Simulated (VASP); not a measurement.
Wanted: the native input for a VASP 6.6.1 run.

| Item | Value |
| --- | --- |
| Task | single point |
| Functional | PBE |
| Potentials or basis | VASP PAW PBE potentials, release 64 (Pt, H) |
| Cutoff | 520 eV |
| k mesh | 9 × 7 × 1 |
| Occupations | gaussian, width 0.1 eV |
| Spin | collinear spin |
| Starting moments | [0.0, 0.0, 0.0, 0.0, 1.0] μB |
| Dipole correction | yes |
| Further INCAR settings | ALGO = Normal; EDIFF = 1e-06; NBANDS = 32 |

The structure of HPt4 lies in POSCAR:

```
HPt4
1.0
    2.8071640675      0.0000000000      0.0000000000
    0.0000000000      3.9699294961      0.0000000000
    0.0000000000      0.0000000000     21.1553936849
Pt H
4 1
Direct
    0.5000000000      0.5000000000      0.1890770770
    0.0000000000      0.0000000000      0.2554233740
    0.5000000000      0.5000000000      0.3268881911
    0.0000000000      0.0000000000      0.3854994999
    0.0000000000      0.0000000000      0.5145446049
```

These files were run (other wordings do the same):

INCAR

```
SYSTEM = HPt4
PREC     = Accurate       ! precision mode
ENCUT    = 520            ! plane-wave cutoff, eV
EDIFF    = 1E-6           ! SCF threshold, eV
ISMEAR   = 0              ! smearing method
SIGMA    = 0.1            ! smearing width, eV
LREAL    = .FALSE.        ! projectors in reciprocal space
LASPH    = .TRUE.         ! aspherical terms in the spheres
NELM     = 150            ! most SCF steps
ALGO     = Normal         ! electronic algorithm
ISIF     = 2              ! what is computed and relaxed
LWAVE    = .FALSE.        ! write WAVECAR
LCHARG   = .FALSE.        ! write CHGCAR
ISPIN    = 2              ! spin polarisation
MAGMOM   = 0 0 0 0 1      ! initial moments
LORBIT   = 11             ! projections on sites
LMAXMIX  = 4              ! l up to which the mixer works
LDIPOL   = .TRUE.       
IDIPOL   = 3            
DIPOL    = 0.5 0.5 0.334
GGA      = PE             ! functional
NBANDS   = 32             ! bands
```

KPOINTS

```
Automatic mesh
0
G
  9 7 1
  0 0 0
```

Potentials or basis: VASP PAW PBE potentials, release 64 (Pt, H).

Command:

```bash
$ cat potpaw_PBE.64/Pt/POTCAR potpaw_PBE.64/H/POTCAR > POTCAR
$ mpirun -np 1 vasp_std > vasp.out
```

It gave:

The largest force is 0.991 eV/Å, the net moment is 0.22 μB per cell and the site moments are Pt -0.07, -0.16, -0.05, -0.21; H +0.29 μB. The valence electrons inside the program's atomic spheres are Pt 8.95, 9.08, 9.12, 9.02; H 0.37.

Caveat: a moment this small can come from the mesh or the smearing.

Wall time 22 min on 1 thread of AMD EPYC 7R13 (shared host), peak memory 0.52 GiB.
